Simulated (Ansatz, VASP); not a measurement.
**Two plane-wave programs on Ru**

```
CELL_PARAMETERS angstrom
2.70580 0.00000 0.00000
-1.35290 2.34329 0.00000
0.00000 0.00000 4.28190
ATOMIC_POSITIONS crystal
Ru 0.35467 0.70934 0.25000
Ru 0.66667 0.33333 0.75000
```

Alike in both runs: task single point; functional PBE; k mesh 13 × 13 × 7; occupations fermi-dirac, width 0.05 eV; no spin polarisation.

|  | VASP | Ansatz |
| --- | --- | --- |
| version | VASP 6.6.1 | Ansatz 0.2.0 |
| potentials or method | VASP PAW PBE potentials, release 64 (Ru_pv), cutoff 520 eV | plane waves, PAW |
| valence electrons in the cell | 28 | 32 |

|  | VASP | Ansatz | Ansatz less VASP |
| --- | --- | --- | --- |
| rms of the force components (eV/Å) | 0.409 | 0.409 | -0.0004 |

Atom by atom the forces differ by 0.000 eV/Å (rms over components). With one functional, cell and mesh, what is left measures potentials, basis and numerics. VASP's potentials hold 28 valence electrons a cell and Ansatz's 32, so a difference there can come from the potentials and not from the codes.
